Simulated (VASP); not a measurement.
# ZnS (P6_3mc) in VASP: a series of runs, part 2 of 2

VASP 6.6.1. Earlier steps stand in the parts before.

### Step 3. Single point, PBE (20.16 Å³/atom)

This run uses another cell than the first one, of 20.16 Å³/atom.

INCAR reads:

```
PREC = Accurate
ENCUT = 520
EDIFF = 1E-6
ISMEAR = 0
SIGMA = 0.05
LREAL = False
LASPH = True
NELM = 100
ALGO = Normal
ISIF = 2
LWAVE = False
LCHARG = False
GGA = PE
NBANDS = 46
```

KPOINTS reads:

```
regular mesh
0
Gamma
  9 9 4
```

POSCAR reads:

```
ZnS
1.0
    3.6201639983      0.0000000000      0.0000000000
   -1.8100819991      3.1351539884      0.0000000000
    0.0000000000      0.0000000000     14.2134878901
Zn S
4 4
Direct
    0.0000000000      0.0000000000      0.0000492057
    0.0000000000      0.0000000000      0.5000492057
    0.3333333333      0.6666666667      0.2500242903
    0.6666666667      0.3333333333      0.7500242903
    0.0000000000      0.0000000000      0.1872905901
    0.0000000000      0.0000000000      0.6872905901
    0.3333333333      0.6666666667      0.4376359138
    0.6666666667      0.3333333333      0.9376359138
```

Potentials or basis: VASP PAW PBE potentials, release 64 (Zn, S).

Started as:

```
> cat potpaw_PBE.64/Zn/POTCAR potpaw_PBE.64/S/POTCAR > POTCAR
> mpirun -np 1 vasp_std > vasp.out
```

OUTCAR:

```text
PREC = Accurate
   ENCUT = 520
   EDIFF = 1E-6
   ISMEAR = 0
   LREAL = False
   LASPH = True
   NELM = 100
   ISIF = 2
   GGA = PE

 ion  position               nearest neighbor table
   1  0.000  0.000  0.000-   8 2.27   8 2.27   8 2.27   5 2.66
   2  0.000  0.000  0.500-   7 2.27   7 2.27   7 2.27   6 2.66
   3  0.333  0.667  0.250-   5 2.27   5 2.27   5 2.27   7 2.67
   4  0.667  0.333  0.750-   6 2.27   6 2.27   6 2.27   8 2.67
   5  0.000  0.000  0.187-   3 2.27   3 2.27   3 2.27   1 2.66
   6  0.000  0.000  0.687-   4 2.27   4 2.27   4 2.27   2 2.66
   7  0.333  0.667  0.438-   2 2.27   2 2.27   2 2.27   3 2.67
   8  0.667  0.333  0.938-   1 2.27   1 2.27   1 2.27   4 2.67

  LATTYP: Found a hexagonal cell.
 ALAT       =     3.6201639983
 C/A-ratio  =     3.9262000000

  Lattice vectors:

 A1 = (   3.6201639983,   0.0000000000,   0.0000000000)
 A2 = (  -1.8100819991,   3.1351539884,   0.0000000000)
 A3 = (   0.0000000000,   0.0000000000,  14.2134878901)

Analysis of symmetry for initial positions (statically):
=====================================================================
 Subroutine PRICEL returns:
 Original cell was already a primitive cell.

 Routine SETGRP: Setting up the symmetry group for a
 hexagonal supercell.

 Subroutine GETGRP returns: Found 12 space group operations
 (whereof  6 operations were pure point group operations)
 out of a pool of 24 trial point group operations.

The static configuration has the point symmetry C_3v.
 The point group associated with its full space group is C_6v.

Analysis of symmetry for dynamics (positions and initial velocities):
=====================================================================
 Subroutine PRICEL returns:
 Original cell was already a primitive cell.

 Routine SETGRP: Setting up the symmetry group for a
 hexagonal supercell.

 Subroutine GETGRP returns: Found 12 space group operations
 (whereof  6 operations were pure point group operations)
 out of a pool of 24 trial point group operations.

The dynamic configuration has the point symmetry C_3v.
 The point group associated with its full space group is C_6v.

 Subroutine INISYM returns: Found 12 space group operations
 (whereof  6 operations are pure point group operations),
 and found     1 'primitive' translations

----------------------------------------------------------------------------------------

                                     Primitive cell

  volume of cell :     161.3198

  direct lattice vectors                    reciprocal lattice vectors
     3.620163998  0.000000000  0.000000000     0.276230580  0.159481800  0.000000000
    -1.810081999  3.135153988  0.000000000     0.000000000  0.318963599  0.000000000
     0.000000000  0.000000000 14.213487890     0.000000000  0.000000000  0.070355708

  length of vectors
     3.620163998  3.620163998 14.213487890     0.318963599  0.318963599  0.070355708

  position of ions in fractional coordinates (direct lattice)
     0.000000000  0.000000000  0.000049206
     0.000000000  0.000000000  0.500049206
     0.333333333  0.666666667  0.250024290
     0.666666667  0.333333333  0.750024290
     0.000000000  0.000000000  0.187290590
     0.000000000  0.000000000  0.687290590
     0.333333333  0.666666667  0.437635914
[... 39 lines left out ...]
 Following reciprocal coordinates:
            Coordinates               Weight
  0.000000  0.000000  0.000000      1.000000
  0.111111  0.000000  0.000000      6.000000
  0.222222 -0.000000  0.000000      6.000000
  0.333333  0.000000  0.000000      6.000000
  0.444444 -0.000000  0.000000      6.000000
  0.111111  0.111111  0.000000      6.000000
[... 16 lines left out ...]
  0.333333  0.222222  0.250000     24.000000
  0.333333  0.333333  0.250000      4.000000
 [... further k-points ...]
   k-points           NKPTS =     36   k-points in BZ     NKDIM =     36   number of bands    NBANDS=     46
   number of dos      NEDOS =    301   number of ions     NIONS =      8
   total plane-waves  NPLWV =  84672
   dimension x,y,z NGX =    28 NGY =   28 NGZ =  108
   dimension x,y,z NGXF=    56 NGYF=   56 NGZF=  216
   ions per type =               4   4
   NGX,Y,Z   is equivalent  to a cutoff of  12.86, 12.86, 12.63 a.u.
   NGXF,Y,Z  is equivalent  to a cutoff of  25.72, 25.72, 25.26 a.u.
 SYSTEM =  unknown system
   PREC   = accura    normal or accurate (medium, high low for compatibility)
   ISTART =      0    job   : 0-new  1-cont  2-samecut
   ICHARG =      2    charge: 1-file 2-atom 10-const
   ISPIN  =      1    spin polarized calculation?
   LNONCOLLINEAR =      F non collinear calculations
   LSORBIT =      F    spin-orbit coupling
   LASPH  =      T    aspherical Exc in radial PAW
   ENCUT  =  520.0 eV  38.22 Ry    6.18 a.u.   6.73  6.73 26.43*2*pi/ulx,y,z
   NELM   =    100;   NELMIN=  2; NELMDL= -5     # of ELM steps
   EDIFF  = 0.1E-05   stopping-criterion for ELM
   LREAL  =      F    real-space projection
   EDIFFG = 0.1E-04   stopping-criterion for IOM
   NSW    =      0    number of steps for IOM
   IBRION =     -1    ionic relax: 0-MD 1-quasi-New 2-CG
   NFREE  =      0    steps in history (QN), initial steepest desc. (CG)
   ISIF   =      2    stress and relaxation
   ISYM   =      2    0-nonsym 1-usesym 2-fastsym
   POTIM  = 0.5000    time-step for ionic-motion
   TEBEG  =    0.0;   TEEND  =   0.0 temperature during run
   PSTRESS=    0.0 pullay stress
   NELECT =      72.0000    total number of electrons
   NUPDOWN=      -1.0000    fix difference up-down
   EMIN   =  10.00;   EMAX   =-10.00  energy-range for DOS
   EFERMI =   0.00;   METHOD = LEGACY
   ISMEAR =     0;   SIGMA  =   0.05  broadening in eV -4-tet -1-fermi 0-gaus
   EFERMI_NEDOS =   21; number of points for ismear=-14 and -15
   IALGO  =     38    algorithm
   IMIX   =      4    mixing-type and parameters
     AMIX     =   0.40;   BMIX     =  1.00
     AMIX_MAG =   1.60;   BMIX_MAG =  1.00
  volume/ion in A,a.u.               =      20.16       136.08
  Fermi-wavevector in a.u.,A,eV,Ry     =   1.251093  2.364224 21.296311  1.565235
  Thomas-Fermi vector in A             =   2.385057
   LORBIT       =      0    0 simple, 1 ext, 2 COOP (PROOUT), +10 PAW based schemes
   GGA     = PE    functional components
   LHFCALC =     F    Hartree Fock is set to
   AEXX    =    0.0000 exact exchange contribution
   IVDW    =     0    specifies the selected vdW correction
   LEPSILON=     F    determine dielectric tensor
   LRPA    =     F    only Hartree local field effects (RPA)
 non-spin polarized calculation
 Gauss-broadening in eV      SIGMA  =   0.05
  energy-cutoff  :      520.00
  volume of cell :      161.32
 maximum number of plane-waves:      4384
 NGX is ok and might be reduce to    28
   NGX = 13   NGY = 13   NGZ = 53

 number of electron      72.0000009 magnetization

 Free energy of the ion-electron system (eV)
  ---------------------------------------------------
  ext. energy  EPLUGINS =         0.00000000
  ---------------------------------------------------
  free energy    TOTEN  =       -26.16775794 eV

  energy without entropy =      -26.16775794  energy(sigma->0) =      -26.16775794

 E-fermi :   2.4647     XC(G=0):  -9.5147

 val. band max:        2.2428336304   @ k =   0.0000   0.0000   0.0000
 cond. band min:       3.4975799831   @ k =   0.0000   0.0000   0.0000
 fundamental gap:      1.2547463527
 Fermi energy:         2.4646701532

 k-point     1 :       0.0000    0.0000    0.0000
  band No.  band energies     occupation
      1     -11.1609      2.00000
      2     -10.9178      2.00000
      3     -10.9130      2.00000
      4     -10.6374      2.00000
      5      -4.4437      2.00000
      6      -4.4437      2.00000
[... 1165 lines left out ...]
     45       9.8268      0.00000
     46      10.2284      0.00000

 [... further k-points ...]
[... 5 lines left out ...]
  --------------------------------------------------------------------------------------
  -------------------------------------------------------------------------------------
  Total        9.7446160      9.7446160     -9.0127407      0.0000000      0.0000000      0.0000000
  in kB       96.7804249     96.7804249    -89.5116731      0.0000000      0.0000000      0.0000000
  external PRESSURE =      34.6830589 kB  Pullay stress =       0.0000000 kB

 VOLUME and BASIS-vectors are now :
 -----------------------------------------------------------------------------
  energy-cutoff  :      520.00
  volume of cell :      161.32
      direct lattice vectors                 reciprocal lattice vectors
     3.620163998  0.000000000  0.000000000     0.276230580  0.159481800  0.000000000
    -1.810081999  3.135153988  0.000000000     0.000000000  0.318963599  0.000000000
     0.000000000  0.000000000 14.213487890     0.000000000  0.000000000  0.070355708

 POSITION                                       TOTAL-FORCE (eV/Angst)
 -----------------------------------------------------------------------------------
      0.00000      0.00000      0.00070        -0.000000      0.000000      0.433925
      0.00000      0.00000      7.10744         0.000000     -0.000000      0.433925
     -0.00000      2.09010      3.55372        -0.000000      0.000000      0.411485
      1.81008      1.04505     10.66046        -0.000000     -0.000000      0.411485
      0.00000      0.00000      2.66205         0.000000      0.000000     -0.411984
      0.00000      0.00000      9.76880         0.000000      0.000000     -0.411984
     -0.00000      2.09010      6.22033        -0.000000      0.000000     -0.433426
      1.81008      1.04505     13.32708         0.000000      0.000000     -0.433426
 -----------------------------------------------------------------------------------
    total drift:                               -0.000001     -0.000001     -0.000262

  FREE ENERGIE OF THE ION-ELECTRON SYSTEM (eV)
  ---------------------------------------------------
  free  energy   TOTEN  =       -26.1677579445 eV

  energy  without entropy=      -26.1677579445  energy(sigma->0) =      -26.16775794
```

Run time: 3.6 min. Hardware: 1 thread of Intel Xeon Platinum 8488C (Sapphire Rapids), shared host; peak memory 0.39 GiB.

Results:

* Free energy: -26.1678 eV
* Pressure: 3.5 GPa
* Largest force: 0.434 eV/Å
* Band gap on the k mesh: 1.25 eV

Forces on the atoms (eV/Å):
```
Zn   0.000  0.000  0.434
Zn   0.000  0.000  0.434
Zn   0.000  0.000  0.411
Zn   0.000  0.000  0.411
S    0.000  0.000 -0.412
S    0.000  0.000 -0.412
S    0.000  0.000 -0.433
S    0.000  0.000 -0.433
```

Stress tensor (GPa, compression positive):
```
 9.68  0.00  0.00
 0.00  9.68  0.00
 0.00  0.00 -8.95
```

Levels at points of the mesh, in eV from the valence-band top:
| k point | band 32 | band 33 | band 34 | band 35 | band 36 | band 37 | band 38 | band 39 | band 40 | band 41 |
| --- | --- | --- | --- | --- | --- | --- | --- | --- | --- | --- |
| (0.00, 0.00, 0.00) | -0.23 | -0.22 | -0.22 | 0.00 | 0.00 | 1.25 | 3.68 | 3.74 | 4.09 | 5.42 |
| (0.00, 0.00, 0.50) | -0.37 | -0.07 | -0.07 | -0.07 | -0.07 | 2.35 | 2.35 | 4.07 | 4.07 | 5.38 |

Caveat: the cell stands under pressure; an odd mesh through Γ misses points on the zone boundary, where band edges can lie.

### Step 4. Single point, PBE (20.16 Å³/atom)

This run uses another cell than the first one, of 20.16 Å³/atom.

INCAR reads:

```
SYSTEM = ZnS
PREC = Accurate
ENCUT = 520
EDIFF = 1E-6
ISMEAR = 0
SIGMA = 0.05
LREAL = .FALSE.
LASPH = .TRUE.
NELM = 100
ALGO = Normal
ISIF = 2
LWAVE = .FALSE.
LCHARG = .FALSE.
GGA = PE
NBANDS = 46
```

KPOINTS reads:

```
regular mesh
0
G
  9 9 4
  0 0 0
```

POSCAR, as its differences from that of step 3:

```diff
@@ -2,5 +2,5 @@
 1.0
-    3.6201639983      0.0000000000      0.0000000000
-   -1.8100819991      3.1351539884      0.0000000000
-    0.0000000000      0.0000000000     14.2134878901
+    4.0053116413      0.0000000000      0.0000000000
+   -2.0026558206      3.4687016315      0.0000000000
+    0.0000000000      0.0000000000     11.6113984482
 Zn S
```

Started as:

```
> cat potpaw_PBE.64/Zn/POTCAR potpaw_PBE.64/S/POTCAR > POTCAR
> mpirun -np 1 vasp_std > vasp.out
```

It took 4 min on 1 thread of Intel Xeon Platinum 8488C (Sapphire Rapids), shared host; peak memory 0.38 GiB.

The run converged. Its results:

- Free energy: -26.6827 eV
- Pressure: 2.1 GPa
- Largest force: 1.182 eV/Å
- Band gap on the k mesh: 1.89 eV

Forces on the atoms (eV/Å):
```
Zn   0.000  0.000 -1.178
Zn   0.000  0.000 -1.178
Zn   0.000  0.000 -1.149
Zn   0.000  0.000 -1.149
S    0.000  0.000  1.146
S    0.000  0.000  1.146
S    0.000  0.000  1.182
S    0.000  0.000  1.182
```

Stress tensor (GPa, compression positive):
```
-4.09  0.00  0.00
 0.00 -4.09  0.00
 0.00  0.00 14.55
```

Levels at points of the mesh, in eV from the valence-band top:
| k point | band 32 | band 33 | band 34 | band 35 | band 36 | band 37 | band 38 | band 39 | band 40 | band 41 |
| --- | --- | --- | --- | --- | --- | --- | --- | --- | --- | --- |
| (0.00, 0.00, 0.00) | -0.81 | -0.81 | -0.18 | -0.18 | 0.00 | 1.89 | 2.34 | 2.80 | 3.22 | 5.75 |
| (0.00, 0.00, 0.50) | -1.02 | -0.38 | -0.38 | -0.38 | -0.38 | 2.51 | 2.51 | 2.74 | 2.74 | 5.97 |

Caveat: an odd mesh through Γ misses points on the zone boundary, where band edges can lie; forces of over 1 eV/Å act on the atoms, so gaps and moduli don't describe the material at rest.

### Step 5. Single point, PBE (20.16 Å³/atom)

This run uses another cell than the first one, of 20.16 Å³/atom.

INCAR reads:

```
PREC = Accurate
ENCUT = 520
EDIFF = 1E-6
ISMEAR = 0
SIGMA = 0.05
LREAL = False
LASPH = True
NELM = 60
ALGO = Normal
ISIF = 2
LWAVE = False
LCHARG = False
GGA = PE
NBANDS = 46
```

KPOINTS reads:

```
Automatic mesh
0
Gamma
  9 9 4
```

POSCAR, as its differences from that of step 4:

```diff
@@ -2,5 +2,5 @@
 1.0
-    4.0053116413      0.0000000000      0.0000000000
-   -2.0026558206      3.4687016315      0.0000000000
-    0.0000000000      0.0000000000     11.6113984482
+    3.6941142186      0.0000000000      0.0000000000
+   -1.8470571093      3.1991967578      0.0000000000
+    0.0000000000      0.0000000000     13.6501214491
 Zn S
```

Potentials or basis: VASP PAW PBE potentials, release 64 (Zn, S).

Started as:

```
> cat potpaw_PBE.64/Zn/POTCAR potpaw_PBE.64/S/POTCAR > POTCAR
> mpirun -np 1 vasp_std > vasp.out
```

OUTCAR:

```text
PREC = Accurate
   ENCUT = 520
   EDIFF = 1E-6
   ISMEAR = 0
   LREAL = False
   LASPH = True
   NELM = 60
   ISIF = 2
   GGA = PE

 ion  position               nearest neighbor table
   1  0.000  0.000  0.000-   8 2.30   8 2.30   8 2.30   5 2.56
   2  0.000  0.000  0.500-   7 2.30   7 2.30   7 2.30   6 2.56
   3  0.333  0.667  0.250-   5 2.30   5 2.30   5 2.30   7 2.56
   4  0.667  0.333  0.750-   6 2.30   6 2.30   6 2.30   8 2.56
[... 1394 lines left out ...]
  -------------------------------------------------------------------------------------
  Total        6.2138887      6.2138887     -7.2856730      0.0000000     -0.0000000     -0.0000000
  in kB       61.7143651     61.7143651    -72.3589863      0.0000000     -0.0000000     -0.0000000
  external PRESSURE =      17.0232479 kB  Pullay stress =       0.0000000 kB

 VOLUME and BASIS-vectors are now :
 -----------------------------------------------------------------------------
  energy-cutoff  :      520.00
  volume of cell :      161.32
      direct lattice vectors                 reciprocal lattice vectors
     3.694114219  0.000000000  0.000000000     0.270700888  0.156289231  0.000000000
    -1.847057109  3.199196758  0.000000000     0.000000000  0.312578461  0.000000000
     0.000000000  0.000000000 13.650121449     0.000000000  0.000000000  0.073259421

 POSITION                                       TOTAL-FORCE (eV/Angst)
 -----------------------------------------------------------------------------------
      0.00000      0.00000      0.00067        -0.000000     -0.000000      0.396289
      0.00000      0.00000      6.82573         0.000000      0.000000      0.396289
     -0.00000      2.13280      3.41286        -0.000000     -0.000000      0.379342
      1.84706      1.06640     10.23792         0.000000     -0.000000      0.379342
      0.00000      0.00000      2.55654         0.000000     -0.000000     -0.379521
      0.00000      0.00000      9.38160         0.000000     -0.000000     -0.379521
     -0.00000      2.13280      5.97378         0.000000      0.000000     -0.396110
      1.84706      1.06640     12.79884        -0.000000     -0.000000     -0.396110
 -----------------------------------------------------------------------------------
    total drift:                               -0.000001     -0.000003     -0.000567

  FREE ENERGIE OF THE ION-ELECTRON SYSTEM (eV)
  ---------------------------------------------------
  free  energy   TOTEN  =       -26.8228226496 eV

  energy  without entropy=      -26.8228226496  energy(sigma->0) =      -26.82282265
```

stdout:

```text
POSCAR found type information on POSCAR ZnS
 POSCAR found :  2 types and       8 ions
 scaLAPACK will be used
 LDA part: xc-table for (Slater+PW92), standard interpolation
 POSCAR, INCAR and KPOINTS ok, starting setup
 FFT: planning ... GRIDC
 FFT: planning ... GRID_SOFT
 FFT: planning ... GRID
 WAVECAR not read
 entering main loop
```

Run time: 3.6 min. Hardware: 1 thread of Intel Xeon Platinum 8488C (Sapphire Rapids), shared host; peak memory 0.39 GiB.

Results:

```yaml
Free_energy: -26.8228 eV
Pressure: 1.7 GPa
Largest_force: 0.396 eV/Å
Band_gap_on_the_k_mesh: 1.63 eV
```

Forces on the atoms (eV/Å):
```
Zn   0.000  0.000  0.396
Zn   0.000  0.000  0.396
Zn   0.000  0.000  0.379
Zn   0.000  0.000  0.379
S    0.000  0.000 -0.380
S    0.000  0.000 -0.380
S    0.000  0.000 -0.396
S    0.000  0.000 -0.396
```

Caveat: an odd mesh through Γ misses points on the zone boundary, where band edges can lie.

### Step 6. Single point, PBE (21.24 Å³/atom)

This run uses another cell than the first one, of 21.24 Å³/atom.

INCAR reads:

```
PREC = Accurate
ENCUT = 520
EDIFF = 1E-6
ISMEAR = 0
SIGMA = 0.05
LREAL = F
LASPH = T
NELM = 80
ALGO = Normal
ISIF = 2
LWAVE = F
LCHARG = F
GGA = PE
NBANDS = 46
```

KPOINTS reads:

```
regular mesh
0
Gamma
  9 9 4
```

POSCAR, as its differences from that of step 5:

```diff
@@ -2,5 +2,5 @@
 1.0
-    3.6941142186      0.0000000000      0.0000000000
-   -1.8470571093      3.1991967578      0.0000000000
-    0.0000000000      0.0000000000     13.6501214491
+    4.0752590210      0.0000000000      0.0000000000
+   -2.0376295105      3.5292778392      0.0000000000
+    0.0000000000      0.0000000000     11.8141759019
 Zn S
```

Potentials or basis: VASP PAW PBE potentials, release 64 (Zn, S).

Started as:

```
> cat potpaw_PBE.64/Zn/POTCAR potpaw_PBE.64/S/POTCAR > POTCAR
> mpirun -np 1 vasp_std > vasp.out
```

It took 3.8 min on 1 thread of AMD EPYC 7R13 (Zen 3), shared host; peak memory 0.36 GiB.

Results (log left out):

- Free energy: -26.7002 eV
- Pressure: -1.4 GPa
- Largest force: 0.907 eV/Å
- Band gap on the k mesh: 1.72 eV

Forces in eV/Å, atoms in the order of the input:
```
Zn   0.000  0.000 -0.907
Zn   0.000  0.000 -0.907
Zn   0.000  0.000 -0.872
Zn   0.000  0.000 -0.872
S    0.000  0.000  0.876
S    0.000  0.000  0.876
S    0.000  0.000  0.903
S    0.000  0.000  0.903
```

Stress tensor (GPa, compression positive):
```
-6.48  0.00  0.00
 0.00 -6.48  0.00
 0.00  0.00  8.87
```

Levels at points of the mesh, in eV from the valence-band top:
```
           k point  band 33  band 34  band 35  band 36  band 37  band 38  band 39  band 40
(0.00, 0.00, 0.00)    -0.73    -0.14    -0.14     0.00     1.72     2.32     2.73     3.12
(0.00, 0.00, 0.50)    -0.33    -0.33    -0.33    -0.33     2.45     2.45     2.60     2.60
```

Caveat: an odd mesh through Γ misses points on the zone boundary, where band edges can lie.

### Step 7. Overview

```csv
cell,gap on the mesh (eV),pressure (GPa),largest force (eV/Å)
"a = 3.947, b = 3.947, c = 12.917 Å, angles 90.0, 90.0, 120.0°, 8 atoms",1.72,-4.4,0.01
"a = 3.620, b = 3.620, c = 14.213 Å, angles 90.0, 90.0, 120.0°, 8 atoms",1.25,3.5,0.43
"a = 4.005, b = 4.005, c = 11.611 Å, angles 90.0, 90.0, 120.0°, 8 atoms",1.89,2.1,1.18
"a = 3.694, b = 3.694, c = 13.650 Å, angles 90.0, 90.0, 120.0°, 8 atoms",1.63,1.7,0.40
"a = 4.075, b = 4.075, c = 11.814 Å, angles 90.0, 90.0, 120.0°, 8 atoms",1.72,-1.4,0.91
```

Alike in all rows: task single point; level PBE; potentials or basis VASP PAW PBE potentials, release 64 (Zn, S); no spin polarisation; k mesh 9 × 9 × 4; cutoff (eV) 520; smearing gaussian 0.05 eV.

Caveats: an odd mesh through Γ misses points on the zone boundary, where band edges can lie; the cell stands under tension (at least some runs); the cell stands under pressure (at least some runs); forces of over 1 eV/Å act on the atoms, so gaps and moduli don't describe the material at rest (at least some runs).

Total energies depend on the potentials used, so only differences within one code and one set of settings carry meaning.
